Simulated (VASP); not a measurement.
# Na (I4_1/amd) in VASP: further runs

Na is run at these levels: PBE; tasks: single point, relaxation of cell and atoms.

Everything below comes from runs of VASP 6.6.1. Logs are shortened: lines on timing, memory, paths and dates and some standing lists are left out, and cuts for length are marked.

## 1. The cell of the first run

Symmetry: I4_1/amd, No. 141, tetragonal system. The conventional cell has a = 6.245 Å, b = 6.245 Å, c = 3.380 Å, α = 90.00°, β = 90.00°, γ = 90.00°. Within 4.3 Å of Na (site symmetry -4m2) lie 10 Na at 3.23 to 4.02 Å.

## 2. Single point, PBE

INCAR

```
PREC = Accurate ; ENCUT = 520
EDIFF = 1E-6 ; ISMEAR = -1
SIGMA = 0.08 ; LREAL = F
LASPH = T ; NELM = 80
ALGO = Normal ; ISIF = 2
LWAVE = F ; LCHARG = F
GGA = PE ; NBANDS = 14
```

KPOINTS

```
Automatic mesh
0
Gamma
  13 13 13
```

POSCAR

```
Na
1.0
   -3.1225825072      3.1225825072      1.6900435493
    3.1225825072     -3.1225825072      1.6900435493
    3.1225825072      3.1225825072     -1.6900435493
Na
2
Direct
   -0.3750000000     -0.1250000000     -0.2500000000
    0.3750000000      0.1250000000      0.2500000000
```

Potentials or basis: VASP PAW PBE potentials, release 64 (Na_pv).

On the command line:

```sh
> cat potpaw_PBE.64/Na_pv/POTCAR > POTCAR
> mpirun -np 1 vasp_std > vasp.out
```

OUTCAR:

```text
PREC = Accurate
   ENCUT = 520
   EDIFF = 1E-6
   ISMEAR = -1
   LREAL = F
   LASPH = T
   NELM = 80
   ISIF = 2
   GGA = PE

 ion  position               nearest neighbor table
   1  0.625  0.875  0.750-
   2  0.375  0.125  0.250-

  LATTYP: Found a body centered tetragonal cell.
 ALAT       =     6.2451650144
 C/A-ratio  =     0.5412326321

  Lattice vectors:

 A1 = (  -3.1225825072,   3.1225825072,   1.6900435493)
 A2 = (   3.1225825072,  -3.1225825072,   1.6900435493)
 A3 = (   3.1225825072,   3.1225825072,  -1.6900435493)

Analysis of symmetry for initial positions (statically):
=====================================================================
 Subroutine PRICEL returns:
 Original cell was already a primitive cell.

 Routine SETGRP: Setting up the symmetry group for a
 body centered tetragonal supercell.

 Subroutine GETGRP returns: Found 16 space group operations
 (whereof  4 operations were pure point group operations)
 out of a pool of 16 trial point group operations.

The static configuration has the point symmetry C_2h.
 The point group associated with its full space group is D_4h.

Analysis of symmetry for dynamics (positions and initial velocities):
=====================================================================
 Subroutine PRICEL returns:
 Original cell was already a primitive cell.

 Routine SETGRP: Setting up the symmetry group for a
 body centered tetragonal supercell.

 Subroutine GETGRP returns: Found 16 space group operations
 (whereof  4 operations were pure point group operations)
 out of a pool of 16 trial point group operations.

The dynamic configuration has the point symmetry C_2h.
 The point group associated with its full space group is D_4h.

 Subroutine INISYM returns: Found 16 space group operations
 (whereof  4 operations are pure point group operations),
 and found     1 'primitive' translations

----------------------------------------------------------------------------------------

                                     Primitive cell

  volume of cell :      65.9152

  direct lattice vectors                    reciprocal lattice vectors
    -3.122582507  3.122582507  1.690043549     0.000000000  0.160123871  0.295850364
     3.122582507 -3.122582507  1.690043549     0.160123871  0.000000000  0.295850364
     3.122582507  3.122582507 -1.690043549     0.160123871  0.160123871  0.000000000

  length of vectors
     4.728349630  4.728349630  4.728349630     0.336403169  0.336403169  0.226449351

  position of ions in fractional coordinates (direct lattice)
     0.625000000  0.875000000  0.750000000
     0.375000000  0.125000000  0.250000000

  ion indices of the primitive-cell ions
   primitive index   ion index
                 1           1
                 2           2

----------------------------------------------------------------------------------------

 KPOINTS: Automatic mesh

Automatic generation of k-mesh.
 Grid dimensions read from file:
 generate k-points for:   13   13   13

 Generating k-lattice:

  Cartesian coordinates                     Fractional coordinates (reciprocal lattice)
     0.000000000  0.012317221  0.022757720     0.076923077 -0.000000000  0.000000000
     0.012317221  0.000000000  0.022757720    -0.000000000  0.076923077  0.000000000
     0.012317221  0.012317221  0.000000000     0.000000000  0.000000000  0.076923077

  Length of vectors
     0.025877167  0.025877167  0.017419181

  Shift w.r.t. Gamma in fractional coordinates (k-lattice)
     0.000000000  0.000000000  0.000000000

 Subroutine IBZKPT returns following result:
 ===========================================

 Found    196 irreducible k-points:

 Following reciprocal coordinates:
            Coordinates               Weight
  0.000000  0.000000  0.000000      1.000000
  0.076923 -0.000000  0.000000      8.000000
  0.153846  0.000000 -0.000000      8.000000
  0.230769  0.000000  0.000000      8.000000
  0.307692  0.000000 -0.000000      8.000000
  0.384615 -0.000000  0.000000      8.000000
[... 16 lines left out ...]
  0.384615  0.153846  0.000000     16.000000
  0.461538  0.153846  0.000000     16.000000
 [... further k-points ...]
   k-points           NKPTS =    196   k-points in BZ     NKDIM =    196   number of bands    NBANDS=     14
   number of dos      NEDOS =    301   number of ions     NIONS =      2
   total plane-waves  NPLWV =  46656
   dimension x,y,z NGX =    36 NGY =   36 NGZ =   36
   dimension x,y,z NGXF=    72 NGYF=   72 NGZF=   72
   ions per type =               2
   NGX,Y,Z   is equivalent  to a cutoff of  12.66, 12.66, 12.66 a.u.
   NGXF,Y,Z  is equivalent  to a cutoff of  25.31, 25.31, 25.31 a.u.
 SYSTEM =  unknown system
   PREC   = accura    normal or accurate (medium, high low for compatibility)
   ISTART =      0    job   : 0-new  1-cont  2-samecut
   ICHARG =      2    charge: 1-file 2-atom 10-const
   ISPIN  =      1    spin polarized calculation?
   LNONCOLLINEAR =      F non collinear calculations
   LSORBIT =      F    spin-orbit coupling
   LASPH  =      T    aspherical Exc in radial PAW
   ENCUT  =  520.0 eV  38.22 Ry    6.18 a.u.   8.79  8.79  8.79*2*pi/ulx,y,z
   NELM   =     80;   NELMIN=  2; NELMDL= -5     # of ELM steps
   EDIFF  = 0.1E-05   stopping-criterion for ELM
   LREAL  =      F    real-space projection
   EDIFFG = 0.1E-04   stopping-criterion for IOM
   NSW    =      0    number of steps for IOM
   IBRION =     -1    ionic relax: 0-MD 1-quasi-New 2-CG
   NFREE  =      0    steps in history (QN), initial steepest desc. (CG)
   ISIF   =      2    stress and relaxation
   ISYM   =      2    0-nonsym 1-usesym 2-fastsym
   POTIM  = 0.5000    time-step for ionic-motion
   TEBEG  =    0.0;   TEEND  =   0.0 temperature during run
   PSTRESS=    0.0 pullay stress
   NELECT =      14.0000    total number of electrons
   NUPDOWN=      -1.0000    fix difference up-down
   EMIN   =  10.00;   EMAX   =-10.00  energy-range for DOS
   EFERMI =   0.00;   METHOD = LEGACY
   ISMEAR =    -1;   SIGMA  =   0.08  broadening in eV -4-tet -1-fermi 0-gaus
   EFERMI_NEDOS =   21; number of points for ismear=-14 and -15
   IALGO  =     38    algorithm
   IMIX   =      4    mixing-type and parameters
     AMIX     =   0.40;   BMIX     =  1.00
     AMIX_MAG =   1.60;   BMIX_MAG =  1.00
  volume/ion in A,a.u.               =      32.96       222.41
  Fermi-wavevector in a.u.,A,eV,Ry     =   0.976762  1.845813 12.980839  0.954065
  Thomas-Fermi vector in A             =   2.107407
   LORBIT       =      0    0 simple, 1 ext, 2 COOP (PROOUT), +10 PAW based schemes
   GGA     = PE    functional components
   LHFCALC =     F    Hartree Fock is set to
   AEXX    =    0.0000 exact exchange contribution
   IVDW    =     0    specifies the selected vdW correction
   LEPSILON=     F    determine dielectric tensor
   LRPA    =     F    only Hartree local field effects (RPA)
 non-spin polarized calculation
  energy-cutoff  :      520.00
  volume of cell :       65.92
 maximum number of plane-waves:      1789
   NGX = 17   NGY = 17   NGZ = 17

 number of electron      14.0000015 magnetization

 Free energy of the ion-electron system (eV)
  ---------------------------------------------------
  ext. energy  EPLUGINS =         0.00000000
  ---------------------------------------------------
  free energy    TOTEN  =        -2.44438580 eV

  energy without entropy =       -2.42509160  energy(sigma->0) =       -2.43473870

 E-fermi :   0.7055     XC(G=0):  -6.8138

 val. band max:        0.7050276713   @ k =   0.3846   0.3077   0.0769
 cond. band min:       0.7213723206   @ k =  -0.3846  -0.3846   0.2308
 fundamental gap:      0.0163446493
 Fermi energy:         0.7054568662

 k-point     1 :       0.0000    0.0000    0.0000
  band No.  band energies     occupation
      1     -24.3115      2.00000
      2     -24.3115      2.00000
      3     -24.2491      2.00000
      4     -24.2482      2.00000
      5     -24.2461      2.00000
      6     -24.2461      2.00000
      7      -2.8309      2.00000
      8       4.2987      0.00000
      9       4.4841      0.00000
     10       4.4841      0.00000
     11       5.7919      0.00000
     12      10.4153      0.00000
     13      11.3514      0.00000
     14      12.2777      0.00000

 k-point     2 :       0.0769   -0.0000    0.0000
  band No.  band energies     occupation
      1     -24.3112      2.00000
      2     -24.3101      2.00000
      3     -24.2526      2.00000
      4     -24.2513      2.00000
      5     -24.2463      2.00000
      6     -24.2458      2.00000
      7      -2.7261      2.00000
      8       3.9269      0.00000
      9       4.3640      0.00000
     10       5.0439      0.00000
     11       6.0661      0.00000
     12      10.1790      0.00000
     13      10.6785      0.00000
     14      11.3131      0.00000

 k-point     3 :       0.1538    0.0000   -0.0000
  band No.  band energies     occupation
      1     -24.3104      2.00000
      2     -24.3063      2.00000
      3     -24.2613      2.00000
      4     -24.2594      2.00000
      5     -24.2481      2.00000
      6     -24.2452      2.00000
      7      -2.4133      2.00000
      8       3.6608      0.00000
      9       4.1916      0.00000
     10       5.8741      0.00000
     11       6.6494      0.00000
     12       8.9053      0.00000
     13       9.6894      0.00000
     14       9.7033      0.00000
[... 324 lines left out ...]
 k-point    23 :       0.3846    0.1538    0.0000
  band No.  band energies     occupation
      1     -24.3115      2.00000
      2     -24.3019      2.00000
      3     -24.2987      2.00000
      4     -24.2797      2.00000
      5     -24.2585      2.00000
      6     -24.2448      2.00000
      7       1.3670      0.00051
      8       1.7619      0.00000
      9       3.2053      0.00000
     10       4.9803      0.00000
     11       5.5621      0.00000
     12       6.9658      0.00000
     13       7.6021      0.00000
     14      10.4637      0.00000

 k-point    24 :       0.4615    0.1538    0.0000
  band No.  band energies     occupation
      1     -24.3089      2.00000
      2     -24.2990      2.00000
      3     -24.2962      2.00000
      4     -24.2738      2.00000
      5     -24.2638      2.00000
      6     -24.2449      2.00000
      7       0.3416      1.97906
      8       2.5151      0.00000
      9       3.0876      0.00000
     10       4.9616      0.00000
     11       5.8099      0.00000
     12       7.0932      0.00000
     13       8.2043      0.00000
     14      10.3618      0.00000

 [... further k-points ...]

------------------------ aborting loop because EDIFF is reached ----------------------------------------

  FORCE on cell =-STRESS in cart. coord.  units (eV):
  Direction    XX          YY          ZZ          XY          YZ          ZX
  --------------------------------------------------------------------------------------
  -------------------------------------------------------------------------------------
  Total        0.5660324      0.5660324      0.5705242      0.0000000     -0.0000000      0.0000000
  in kB       13.7583437     13.7583437     13.8675227      0.0000000     -0.0000000      0.0000000
  external PRESSURE =      13.7947367 kB  Pullay stress =       0.0000000 kB

 VOLUME and BASIS-vectors are now :
 -----------------------------------------------------------------------------
  energy-cutoff  :      520.00
  volume of cell :       65.92
      direct lattice vectors                 reciprocal lattice vectors
    -3.122582507  3.122582507  1.690043549     0.000000000  0.160123871  0.295850364
     3.122582507 -3.122582507  1.690043549     0.160123871  0.000000000  0.295850364
     3.122582507  3.122582507 -1.690043549     0.160123871  0.160123871  0.000000000

 POSITION                                       TOTAL-FORCE (eV/Angst)
 -----------------------------------------------------------------------------------
      3.12258      1.56129      1.26753        -0.000000      0.000000      0.000000
      0.00000      1.56129      0.42251         0.000000     -0.000000     -0.000000
 -----------------------------------------------------------------------------------
    total drift:                               -0.000000     -0.000000      0.000000

  FREE ENERGIE OF THE ION-ELECTRON SYSTEM (eV)
  ---------------------------------------------------
  free  energy   TOTEN  =        -2.4443857953 eV

  energy  without entropy=       -2.4250915975  energy(sigma->0) =       -2.43473870
```

Wall time 83 s (1 thread of AMD EPYC 9R45 (Zen 5), shared host); peak memory 0.25 GiB.

What came out:

```yaml
Free_energy: -2.4444 eV
Pressure: 1.4 GPa
Band_gap_on_the_k_mesh: zero (bands 7 and 8 overlap by 2.75 eV)
```

## 3. Relaxation of cell and atoms, PBE, target pressure 1.4 GPa, at which the enthalpy is minimised

INCAR

```
SYSTEM = Na
PREC = Accurate
ENCUT = 600
EDIFF = 1E-6
ISMEAR = -1
SIGMA = 0.08
LREAL = .False.
LASPH = .True.
NELM = 100
ALGO = Normal
ISIF = 3
LWAVE = .False.
LCHARG = .False.
GGA = PE
IBRION = 2
NSW = 32
EDIFFG = -0.005
PSTRESS = 14.0
```

KPOINTS

```
Automatic mesh
0
Gamma
  13 13 13
  0 0 0
```

POSCAR is that of step 2.

Potentials or basis: VASP PAW PBE potentials, release 64 (Na_pv).

On the command line:

```sh
> cat potpaw_PBE.64/Na_pv/POTCAR > POTCAR
> mpirun -np 1 vasp_std > vasp.out
```

It took 2.5 min on 1 thread of AMD EPYC 9R45 (Zen 5), shared host; peak memory 0.3 GiB.

It converged, with:

* Free energy: -2.4441 eV
* Relaxed volume: 32.94 Å³/atom
* Relaxed cell: a = 4.728 Å, b = 4.728 Å, c = 4.728 Å, α = 97.34°, β = 97.34°, γ = 138.11°
* Space group after relaxing (to 0.1 Å): I4_1/amd (No. 141)
* Energy change on relaxing (the run minimises the enthalpy): +0.1 meV/atom
* Ionic steps: 3
* Pressure after relaxing: 1.4 GPa
* Band gap on the k mesh: zero (bands 7 and 8 overlap by 2.75 eV)

The path:
| step | energy change (eV) | largest force (eV/Å) | pressure (GPa) | volume (Å³) |
| --- | --- | --- | --- | --- |
| 1 | 0.0000 | 0.0000 | 1.37 | 65.92 |
| 2 | 0.0005 | 0.0000 | 1.42 | 65.86 |
| 3 | 0.0002 | 0.0000 | 1.41 | 65.89 |

Final structure:
```yaml
crystal:
  lattice:
    - [-3.12211, 3.12211, 1.68985]
    - [3.12211, -3.12211, 1.68985]
    - [3.12211, 3.12211, -1.68985]
  atoms:
    - { symbol: Na, position: [0.62500, 0.87500, 0.75000] }
    - { symbol: Na, position: [0.37500, 0.12500, 0.25000] }
```

Levels at points of the mesh, in eV from the Fermi level:
```csv
k point,band 4,band 5,band 6,band 7,band 8,band 9,band 10,band 11
"(0.00, 0.00, 0.00)",-24.95,-24.95,-24.95,-3.54,3.59,3.78,3.78,5.09
```

Caveat: the cell is relaxed towards a set pressure, so the run minimises the enthalpy, not the energy.
